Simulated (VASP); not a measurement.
A run of VASP 6.6.1 is set up as follows.

INCAR

```
PREC     = Accurate       # precision mode
ENCUT    = 520            # plane-wave cutoff, eV
EDIFF    = 1E-6           # SCF threshold, eV
ISMEAR   = 0              # smearing method
SIGMA    = 0.1            # smearing width, eV
LREAL    = False          # projectors in reciprocal space
LASPH    = True           # aspherical terms in the spheres
NELM     = 100            # most SCF steps
ALGO     = Normal         # electronic algorithm
ISIF     = 2              # what is computed and relaxed
LWAVE    = False          # write WAVECAR
LCHARG   = False          # write CHGCAR
GGA      = PE             # functional
NBANDS   = 31             # bands
```

File KPOINTS:

```
regular mesh
0
Gamma
  4 4 4
```

File POSCAR:

```
Be3ZnTe4
1.0
    5.7955781000      0.0000000000      0.0000000000
    0.0000000000      5.7955781000      0.0000000000
    0.0000000000      0.0000000000      5.7955781000
Be Zn Te
3 1 4
Direct
    0.0000000000      0.5000000000      0.0000000000
    0.0000000000      0.0000000000      0.5000000000
    0.5000000000      0.0000000000      0.0000000000
    0.5000000000      0.5000000000      0.5000000000
    0.2393510000      0.7606490000      0.7606490000
    0.2393510000      0.2393510000      0.2393510000
    0.7606490000      0.7606490000      0.2393510000
    0.7606490000      0.2393510000      0.7606490000
```

Potentials or basis: VASP PAW PBE potentials, release 64 (Be, Zn, Te).

Run with:

```sh
$ cat potpaw_PBE.64/Be/POTCAR potpaw_PBE.64/Zn/POTCAR potpaw_PBE.64/Te/POTCAR > POTCAR
$ mpirun -np 1 vasp_std > vasp.out
```

Question: Predict the largest force.

Answer: 0.005 eV/Å.

Question: Estimate the pressure.

Answer: 0.1 GPa.

Forces on the atoms (eV/Å):
```
Be   0.000  0.000  0.000
Be   0.000  0.000  0.000
Be   0.000  0.000  0.000
Zn   0.000  0.000  0.000
Te  -0.003  0.003  0.003
Te  -0.003 -0.003 -0.003
Te   0.003  0.003 -0.003
Te   0.003 -0.003  0.003
```
